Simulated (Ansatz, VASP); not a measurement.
**One calculation of Ru, two programs**

The input INCAR:

```
ALGO = Normal ; EDIFF = 1E-6
ENCUT = 520 ; ISIF = 2
ISMEAR = -1 ; ISPIN = 2
LASPH = True ; LCHARG = True
LELF = True ; LMAXMIX = 4
LORBIT = 11 ; LREAL = False
LVHAR = True ; LWAVE = False
MAGMOM = 1 1 ; NBANDS = 25
NELM = 150 ; PREC = Accurate
SIGMA = 0.05
```

KPOINTS

```
k-points
0
Gamma
  22 22 12
```

POSCAR

```
Ru
1.0
    2.6778378926      0.0000000000      0.0000000000
   -1.3389189463      2.3190756422      0.0000000000
    0.0000000000      0.0000000000      4.2151977358
Ru
2
Direct
    0.3333333333      0.6666666667      0.2500000000
    0.6666666667      0.3333333333      0.7500000000
```

Input for Ansatz:

```yaml
crystal:
  lattice:
    - [2.6778378927, 0.0, 0.0]
    - [-1.3389189463, 2.3190756423, 0.0]
    - [0.0, 0.0, 4.2151977369]
  atoms:
    - { symbol: Ru, position: [0.3333333333, 0.6666666667, 0.25], spin: 1.0 }
    - { symbol: Ru, position: [0.6666666667, 0.3333333333, 0.75], spin: 1.0 }
hamiltonian:
  xc: lda
  pseudopotentials:
    kind: paw
    azcp:
      Ru: "pseudopotentials/Ru.paw.azcp"
basis:
  ecutwfc: 420
  fft_grid_basis: typed
kpoints:
  mp_grid: { grid: [22, 22, 12], shift: [0, 0, 0] }
magnetization:
  spin_polarized: true
scf:
  occupations: { method: fermi_dirac, width: 0.05 }
```

Alike in both runs: task single point; functional LDA; k mesh 22 × 22 × 12; occupations fermi-dirac, width 0.05 eV; collinear spin.

|  | VASP | Ansatz |
| --- | --- | --- |
| version | VASP 6.6.1 | Ansatz 0.2.0 |
| potentials or method | VASP PAW LDA potentials, release 64 (Ru_pv), cutoff 520 eV | plane waves (420 eV) with PAW, scalar-relativistic |
| valence electrons in the cell | 28 | 32 |

```tsv
	VASP	Ansatz	Ansatz less VASP
net moment per atom (μB)	0.00	0.00	0.000
```

Ansatz warns that its potentials were made for another functional, while VASP's fit it. LDA's correlation is that of Perdew and Zunger in VASP and of Perdew and Wang (1992) in Ansatz. VASP's potentials hold 28 valence electrons a cell and Ansatz's 32, so a difference there can come from the potentials and not from the codes. Ansatz's warnings: seeded moment not kept.
